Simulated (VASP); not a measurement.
# MgI2 (P-3m1) in VASP: a series of runs

Runs on MgI2. Level: PBE. Tasks: single point.

Program: VASP 6.6.1. These are calculated values, not measurements. Logs are shortened: lines on timing, memory, paths and dates and some standing lists are left out, and cuts for length are marked.

## Step 1: The cell of the first run

The structure is trigonal, space group P-3m1 (No. 164). The conventional cell has a = 4.207 Å, b = 4.207 Å, c = 7.499 Å, α = 90.00°, β = 90.00°, γ = 120.00°. Within 3.9 Å of Mg (site symmetry -3m) lie 6 I at 2.95 Å. Within 3.9 Å of I (site symmetry 3m) lie 3 Mg at 2.95 Å.

## Step 2: Single point, PBE (engineering shear strain xz +0.0000, normal strain along z -0.0400)

Contents of INCAR:

```
PREC = Accurate ; ENCUT = 520
EDIFF = 1E-6 ; ISMEAR = 0
SIGMA = 0.05 ; LREAL = F
LASPH = T ; NELM = 100
ALGO = Normal ; ISIF = 2
LWAVE = F ; LCHARG = T
GGA = PE ; LELF = T
LVHAR = T ; NBANDS = 15
```

Contents of KPOINTS:

```
Automatic mesh
0
Gamma
  6 6 4
```

Contents of POSCAR:

```
MgI2
1.0
    4.2072027146      0.0000000000      0.0000000000
   -2.1036013573      3.6435444297      0.0000000000
    0.0000000000      0.0000000000      7.4992540219
Mg I
1 2
Direct
    0.0000000000      0.0000000000      0.0000000000
    0.3333333333      0.6666666667      0.7771762210
    0.6666666667      0.3333333333      0.2228237790
```

Potentials or basis: VASP PAW PBE potentials, release 64 (Mg, I).

Command:

```
cat potpaw_PBE.64/Mg/POTCAR potpaw_PBE.64/I/POTCAR > POTCAR
mpirun -np 1 vasp_std > vasp.out
```

OUTCAR:

```text
PREC = Accurate
   ENCUT = 520
   EDIFF = 1E-6
   ISMEAR = 0
   LREAL = F
   LASPH = T
   NELM = 100
   ISIF = 2
   GGA = PE

 ion  position               nearest neighbor table
   1  0.000  0.000  0.000-   2 2.95   3 2.95   2 2.95   3 2.95   3 2.95   2 2.95
   2  0.333  0.667  0.777-   1 2.95   1 2.95   1 2.95
   3  0.667  0.333  0.223-   1 2.95   1 2.95   1 2.95

  LATTYP: Found a hexagonal cell.
 ALAT       =     4.2072027146
 C/A-ratio  =     1.7824798401

  Lattice vectors:

 A1 = (   4.2072027146,   0.0000000000,   0.0000000000)
 A2 = (  -2.1036013573,   3.6435444297,   0.0000000000)
 A3 = (   0.0000000000,   0.0000000000,   7.4992540219)

Analysis of symmetry for initial positions (statically):
=====================================================================
 Subroutine PRICEL returns:
 Original cell was already a primitive cell.

 Routine SETGRP: Setting up the symmetry group for a
 hexagonal supercell.

 Subroutine GETGRP returns: Found 12 space group operations
 (whereof 12 operations were pure point group operations)
 out of a pool of 24 trial point group operations.

The static configuration has the point symmetry D_3d.

Analysis of symmetry for dynamics (positions and initial velocities):
=====================================================================
 Subroutine PRICEL returns:
 Original cell was already a primitive cell.

 Routine SETGRP: Setting up the symmetry group for a
 hexagonal supercell.

 Subroutine GETGRP returns: Found 12 space group operations
 (whereof 12 operations were pure point group operations)
 out of a pool of 24 trial point group operations.

The dynamic configuration has the point symmetry D_3d.

 Subroutine INISYM returns: Found 12 space group operations
 (whereof 12 operations are pure point group operations),
 and found     1 'primitive' translations

----------------------------------------------------------------------------------------

                                     Primitive cell

  volume of cell :     114.9570

  direct lattice vectors                    reciprocal lattice vectors
     4.207202715  0.000000000  0.000000000     0.237687620  0.137229011  0.000000000
    -2.103601357  3.643544430  0.000000000     0.000000000  0.274458023  0.000000000
     0.000000000  0.000000000  7.499254022     0.000000000  0.000000000  0.133346596

  length of vectors
[... 93 lines left out ...]
   PSTRESS=    0.0 pullay stress
   NELECT =      16.0000    total number of electrons
   NUPDOWN=      -1.0000    fix difference up-down
   EMIN   =  10.00;   EMAX   =-10.00  energy-range for DOS
   EFERMI =   0.00;   METHOD = LEGACY
   ISMEAR =     0;   SIGMA  =   0.05  broadening in eV -4-tet -1-fermi 0-gaus
   EFERMI_NEDOS =   21; number of points for ismear=-14 and -15
   IALGO  =     38    algorithm
   IMIX   =      4    mixing-type and parameters
     AMIX     =   0.40;   BMIX     =  1.00
     AMIX_MAG =   1.60;   BMIX_MAG =  1.00
  volume/ion in A,a.u.               =      38.32       258.59
  Fermi-wavevector in a.u.,A,eV,Ry     =   0.848405  1.603252  9.793340  0.719790
  Thomas-Fermi vector in A             =   1.964063
   LORBIT       =      0    0 simple, 1 ext, 2 COOP (PROOUT), +10 PAW based schemes
   GGA     = PE    functional components
   LHFCALC =     F    Hartree Fock is set to
   AEXX    =    0.0000 exact exchange contribution
   IVDW    =     0    specifies the selected vdW correction
   LEPSILON=     F    determine dielectric tensor
   LRPA    =     F    only Hartree local field effects (RPA)
 non-spin polarized calculation
 Gauss-broadening in eV      SIGMA  =   0.05
  energy-cutoff  :      520.00
  volume of cell :      114.96
 maximum number of plane-waves:      3112
 NGX is ok and might be reduce to    32
   NGX = 15   NGY = 15   NGZ = 27

 number of electron      16.0000001 magnetization

 Free energy of the ion-electron system (eV)
  ---------------------------------------------------
  ext. energy  EPLUGINS =         0.00000000
  ---------------------------------------------------
  free energy    TOTEN  =        -7.73687405 eV

  energy without entropy =       -7.73687405  energy(sigma->0) =       -7.73687405

 E-fermi :   1.4726     XC(G=0):  -7.6492

 val. band max:        1.2353340183   @ k =   0.0000   0.0000   0.0000
 cond. band min:       4.8393207708   @ k =   0.5000   0.0000   0.5000
 fundamental gap:      3.6039867525
 Fermi energy:         1.4726376989

 k-point     1 :       0.0000    0.0000    0.0000
  band No.  band energies     occupation
      1     -10.5332      2.00000
      2      -9.9715      2.00000
      3      -1.8264      2.00000
      4       0.9345      2.00000
      5       0.9345      2.00000
      6       1.0672      2.00000
      7       1.2353      2.00000
      8       1.2353      2.00000
      9       4.9272      0.00000
     10       6.1204      0.00000
     11       7.9354      0.00000
     12       7.9354      0.00000
     13       8.4040      0.00000
     14       9.4063      0.00000
[... 401 lines left out ...]
      2      -9.7694      2.00000
      3      -1.7489      2.00000
      4      -1.1598      2.00000
      5      -1.1598      2.00000
      6      -0.6329      2.00000
      7       0.6908      2.00000
      8       0.6908      2.00000
      9       5.8930      0.00000
     10       7.2750      0.00000
     11       7.2750      0.00000
     12       8.8066      0.00000
     13       9.5833      0.00000
     14       9.6522      0.00000
     15       9.9704      0.00000

------------------------ aborting loop because EDIFF is reached ----------------------------------------

  FORCE on cell =-STRESS in cart. coord.  units (eV):
  Direction    XX          YY          ZZ          XY          YZ          ZX
  --------------------------------------------------------------------------------------
  -------------------------------------------------------------------------------------
  Total       -0.0125780     -0.0125780      0.0563779     -0.0000000     -0.0000000      0.0000000
  in kB       -0.1753017     -0.1753017      0.7857494     -0.0000000     -0.0000000      0.0000000
  external PRESSURE =       0.1450486 kB  Pullay stress =       0.0000000 kB

 VOLUME and BASIS-vectors are now :
 -----------------------------------------------------------------------------
  energy-cutoff  :      520.00
  volume of cell :      114.96
      direct lattice vectors                 reciprocal lattice vectors
     4.207202715  0.000000000  0.000000000     0.237687620  0.137229011  0.000000000
    -2.103601357  3.643544430  0.000000000     0.000000000  0.274458023  0.000000000
     0.000000000  0.000000000  7.499254022     0.000000000  0.000000000  0.133346596

 POSITION                                       TOTAL-FORCE (eV/Angst)
 -----------------------------------------------------------------------------------
      0.00000      0.00000      0.00000         0.000000      0.000000      0.000000
     -0.00000      2.42903      5.82824         0.000000      0.000000      0.011687
      2.10360      1.21451      1.67101        -0.000000     -0.000000     -0.011687
 -----------------------------------------------------------------------------------
    total drift:                               -0.000000      0.000000     -0.000000

  FREE ENERGIE OF THE ION-ELECTRON SYSTEM (eV)
  ---------------------------------------------------
  free  energy   TOTEN  =        -7.7368740545 eV

  energy  without entropy=       -7.7368740545  energy(sigma->0) =       -7.73687405
```

stdout:

```text
POSCAR found type information on POSCAR MgI
 POSCAR found :  2 types and       3 ions
 scaLAPACK will be used
 LDA part: xc-table for (Slater+PW92), standard interpolation
 POSCAR, INCAR and KPOINTS ok, starting setup
 FFT: planning ... GRIDC
 FFT: planning ... GRID_SOFT
 FFT: planning ... GRID
 WAVECAR not read
 entering main loop
```

It took 29 s on 1 thread of AMD EPYC 7R43 (Zen 3), shared host; peak memory 0.21 GiB.

Results:

```
Free energy            : -7.7369 eV
Pressure               : 0.0 GPa
Largest force          : 0.012 eV/Å
Band gap on the k mesh : 3.60 eV, indirect (least direct gap 3.69 eV)
```

Forces in eV/Å, atoms in the order of the input:
```
Mg   0.000  0.000  0.000
I    0.000  0.000  0.012
I    0.000  0.000 -0.012
```

Stress tensor (GPa, compression positive):
```
-0.02  0.00  0.00
 0.00 -0.02  0.00
 0.00  0.00  0.08
```

Levels at points of the mesh, in eV from the valence-band top:
```
           k point  band 6  band 7  band 8  band 9  band 10  band 11
(0.00, 0.00, 0.00)   -0.17    0.00    0.00    3.69     4.89     6.70
(0.50, 0.00, 0.00)   -1.16   -0.65   -0.38    3.67     5.43     5.77
(0.00, 0.00, 0.50)   -0.27   -0.03   -0.03    4.43     4.89     6.63
(0.50, 0.00, 0.50)   -1.11   -0.63   -0.46    3.60     5.41     5.78
```

Caveat: the cell differs from its parent crystal (engineering shear strain xz +0.0000, normal strain along z -0.0400); spin-orbit coupling is left out, which moves the levels of the heavy elements; this functional lacks dispersion, which binds the layers, so the pressure and a relaxed spacing across them are unreliable. A k mesh can miss the band edges.

## Step 3: Single point, PBE (engineering shear strain xz +0.0000, normal strain along z -0.0133)

Contents of INCAR:

```
SYSTEM = MgI2
  PREC = Accurate
  ENCUT = 520
  EDIFF = 1E-7
  ISMEAR = 0
  SIGMA = 0.05
  LREAL = .False.
  LASPH = .True.
  NELM = 60
  ALGO = Normal
  ISIF = 2
  LWAVE = .False.
  LCHARG = .False.
  GGA = PE
  NBANDS = 15
```

Contents of KPOINTS:

```
Automatic mesh
0
Gamma
  6 6 4
  0 0 0
```

Contents of POSCAR:

```
MgI2
1.0
    4.2072027146      0.0000000000      0.0000000000
   -2.1036013573      3.6435444297      0.0000000000
    0.0000000000      0.0000000000      7.7078270244
Mg I
1 2
Direct
    0.0000000000      0.0000000000      0.0000000000
    0.3333333333      0.6666666667      0.7829880151
    0.6666666667      0.3333333333      0.2170119849
```

Potentials or basis: VASP PAW PBE potentials, release 64 (Mg, I).

Command:

```
cat potpaw_PBE.64/Mg/POTCAR potpaw_PBE.64/I/POTCAR > POTCAR
mpirun -np 1 vasp_std > vasp.out
```

It took 34 s on 1 thread of AMD EPYC 7R43 (Zen 3), shared host; peak memory 0.21 GiB.

It converged, with:

- Free energy: -7.7386 eV
- Pressure: 0.0 GPa
- Largest force: 0.012 eV/Å
- Band gap on the k mesh: 3.61 eV, indirect (least direct gap 3.70 eV)

Forces on the atoms (eV/Å):
```
Mg   0.000  0.000  0.000
I    0.000  0.000  0.012
I    0.000  0.000 -0.012
```

Levels at points of the mesh, in eV from the valence-band top:
| k point | band 5 | band 6 | band 7 | band 8 | band 9 | band 10 | band 11 | band 12 |
| --- | --- | --- | --- | --- | --- | --- | --- | --- |
| (0.00, 0.00, 0.00) | -0.29 | -0.25 | 0.00 | 0.00 | 3.70 | 4.89 | 6.70 | 6.70 |
| (0.50, 0.00, 0.00) | -1.40 | -1.15 | -0.64 | -0.39 | 3.67 | 5.44 | 5.78 | 7.25 |
| (0.00, 0.00, 0.50) | -0.27 | -0.27 | -0.02 | -0.02 | 4.38 | 4.89 | 6.64 | 6.64 |
| (0.50, 0.00, 0.50) | -1.14 | -1.11 | -0.63 | -0.44 | 3.61 | 5.43 | 5.76 | 6.30 |

Caveat: the cell differs from its parent crystal (engineering shear strain xz +0.0000, normal strain along z -0.0133); spin-orbit coupling is left out, which moves the levels of the heavy elements; this functional lacks dispersion, which binds the layers, so the pressure and a relaxed spacing across them are unreliable.

## Step 4: Single point, PBE (engineering shear strain xz +0.0000, normal strain along z -0.0267)

Contents of INCAR:

```
SYSTEM = MgI2
PREC     = Accurate       ! precision mode
ENCUT    = 520            ! plane-wave cutoff, eV
EDIFF    = 1E-6           ! SCF threshold, eV
ISMEAR   = 0              ! smearing method
SIGMA    = 0.05           ! smearing width, eV
LREAL    = .FALSE.        ! projectors in reciprocal space
LASPH    = .TRUE.         ! aspherical terms in the spheres
NELM     = 100            ! most SCF steps
ALGO     = Normal         ! electronic algorithm
ISIF     = 2              ! what is computed and relaxed
LWAVE    = .FALSE.        ! write WAVECAR
LCHARG   = .FALSE.        ! write CHGCAR
GGA      = PE             ! functional
NBANDS   = 15             ! bands
```

Contents of KPOINTS:

```
regular mesh
0
G
  6 6 4
  0 0 0
```

Contents of POSCAR:

```
MgI2
1.0
    4.2072027146      0.0000000000      0.0000000000
   -2.1036013573      3.6435444297      0.0000000000
    0.0000000000      0.0000000000      7.6031499370
Mg I
1 2
Direct
    0.0000000000      0.0000000000      0.0000000000
    0.3333333333      0.6666666667      0.7799044582
    0.6666666667      0.3333333333      0.2200955418
```

Potentials or basis: VASP PAW PBE potentials, release 64 (Mg, I).

Command:

```
cat potpaw_PBE.64/Mg/POTCAR potpaw_PBE.64/I/POTCAR > POTCAR
mpirun -np 1 vasp_std > vasp.out
```

OUTCAR:

```text
SYSTEM = MgI2
   PREC = Accurate
   ENCUT = 520
   EDIFF = 1E-6
   ISMEAR = 0
   LREAL = .FALSE.
   LASPH = .TRUE.
   NELM = 100
   ISIF = 2
   GGA = PE

 ion  position               nearest neighbor table
   1  0.000  0.000  0.000-   2 2.95   3 2.95   2 2.95   3 2.95   3 2.95   2 2.95
   2  0.333  0.667  0.780-   1 2.95   1 2.95   1 2.95
   3  0.667  0.333  0.220-   1 2.95   1 2.95   1 2.95

  LATTYP: Found a hexagonal cell.
 ALAT       =     4.2072027146
 C/A-ratio  =     1.8071746129

  Lattice vectors:

 A1 = (   4.2072027146,   0.0000000000,   0.0000000000)
 A2 = (  -2.1036013573,   3.6435444297,   0.0000000000)
 A3 = (   0.0000000000,   0.0000000000,   7.6031499370)

Analysis of symmetry for initial positions (statically):
=====================================================================
 Subroutine PRICEL returns:
 Original cell was already a primitive cell.

 Routine SETGRP: Setting up the symmetry group for a
 hexagonal supercell.

 Subroutine GETGRP returns: Found 12 space group operations
 (whereof 12 operations were pure point group operations)
 out of a pool of 24 trial point group operations.

[... 180 lines left out ...]
      8       1.1304      2.00000
      9       4.8226      0.00000
     10       6.0207      0.00000
     11       7.8290      0.00000
     12       7.8290      0.00000
     13       8.2208      0.00000
     14       9.2956      0.00000
[... 401 lines left out ...]
      2      -9.8720      2.00000
      3      -1.8526      2.00000
      4      -1.2484      2.00000
      5      -1.2484      2.00000
      6      -0.7276      2.00000
      7       0.5663      2.00000
      8       0.5663      2.00000
      9       5.7586      0.00000
     10       7.1841      0.00000
     11       7.1841      0.00000
     12       8.7093      0.00000
     13       9.4836      0.00000
     14       9.5236      0.00000
     15       9.8533      0.00000

------------------------ aborting loop because EDIFF is reached ----------------------------------------

  FORCE on cell =-STRESS in cart. coord.  units (eV):
  Direction    XX          YY          ZZ          XY          YZ          ZX
  --------------------------------------------------------------------------------------
  -------------------------------------------------------------------------------------
  Total       -0.0335522     -0.0335522     -0.0038676     -0.0000000      0.0000000      0.0000000
  in kB       -0.4612338     -0.4612338     -0.0531672     -0.0000000      0.0000000      0.0000000
  external PRESSURE =      -0.3252116 kB  Pullay stress =       0.0000000 kB

 VOLUME and BASIS-vectors are now :
 -----------------------------------------------------------------------------
  energy-cutoff  :      520.00
  volume of cell :      116.55
      direct lattice vectors                 reciprocal lattice vectors
     4.207202715  0.000000000  0.000000000     0.237687620  0.137229011  0.000000000
    -2.103601357  3.643544430  0.000000000     0.000000000  0.274458023  0.000000000
     0.000000000  0.000000000  7.603149937     0.000000000  0.000000000  0.131524435

 POSITION                                       TOTAL-FORCE (eV/Angst)
 -----------------------------------------------------------------------------------
      0.00000      0.00000      0.00000         0.000000      0.000000      0.000000
     -0.00000      2.42903      5.92973        -0.000000      0.000000      0.018766
      2.10360      1.21451      1.67342         0.000000      0.000000     -0.018766
 -----------------------------------------------------------------------------------
    total drift:                               -0.000000      0.000000      0.000000

  FREE ENERGIE OF THE ION-ELECTRON SYSTEM (eV)
  ---------------------------------------------------
  free  energy   TOTEN  =        -7.7378969872 eV

  energy  without entropy=       -7.7378969872  energy(sigma->0) =       -7.73789699
```

stdout:

```text
POSCAR found type information on POSCAR MgI
 POSCAR found :  2 types and       3 ions
 scaLAPACK will be used
 LDA part: xc-table for (Slater+PW92), standard interpolation
 POSCAR, INCAR and KPOINTS ok, starting setup
 FFT: planning ... GRIDC
 FFT: planning ... GRID_SOFT
 FFT: planning ... GRID
 WAVECAR not read
 entering main loop
```

Wall time 28 s (1 thread of AMD EPYC 7R43 (Zen 3), shared host); peak memory 0.21 GiB.

Results:

- Free energy: -7.7379 eV
- Pressure: 0.0 GPa
- Largest force: 0.019 eV/Å
- Band gap on the k mesh: 3.60 eV, indirect (least direct gap 3.69 eV)

Forces in eV/Å, atoms in the order of the input:
```
Mg   0.000  0.000  0.000
I    0.000  0.000  0.019
I    0.000  0.000 -0.019
```

Levels at points of the mesh, in eV from the valence-band top:
| k point | band 6 | band 7 | band 8 | band 9 | band 10 | band 11 |
| --- | --- | --- | --- | --- | --- | --- |
| (0.00, 0.00, 0.00) | -0.21 | 0.00 | 0.00 | 3.69 | 4.89 | 6.70 |
| (0.50, 0.00, 0.00) | -1.15 | -0.65 | -0.39 | 3.67 | 5.43 | 5.78 |
| (0.00, 0.00, 0.50) | -0.27 | -0.03 | -0.03 | 4.40 | 4.89 | 6.63 |
| (0.50, 0.00, 0.50) | -1.11 | -0.63 | -0.45 | 3.60 | 5.42 | 5.77 |

Caveat: the cell differs from its parent crystal (engineering shear strain xz +0.0000, normal strain along z -0.0267); spin-orbit coupling is left out, which moves the levels of the heavy elements; this functional lacks dispersion, which binds the layers, so the pressure and a relaxed spacing across them are unreliable. A k mesh can miss the band edges.

## Step 5: Summary

```tsv
cell	gap on the mesh (eV)	pressure (GPa)	largest force (eV/Å)
a = 4.207, b = 4.207, c = 7.499 Å, angles 90.0, 90.0, 120.0°, 3 atoms	3.60	0.0	0.01
a = 4.207, b = 4.207, c = 7.708 Å, angles 90.0, 90.0, 120.0°, 3 atoms	3.61	0.0	0.01
a = 4.207, b = 4.207, c = 7.603 Å, angles 90.0, 90.0, 120.0°, 3 atoms	3.60	0.0	0.02
```

Alike in all rows: task single point; level PBE; potentials or basis VASP PAW PBE potentials, release 64 (Mg, I); no spin polarisation; k mesh 6 × 6 × 4; cutoff (eV) 520; smearing gaussian 0.05 eV.

Caveats: spin-orbit coupling is left out, which moves the levels of the heavy elements; this functional lacks dispersion, which binds the layers, so the pressure and a relaxed spacing across them are unreliable.

Absolute energies hang on the potentials; compare differences alone.
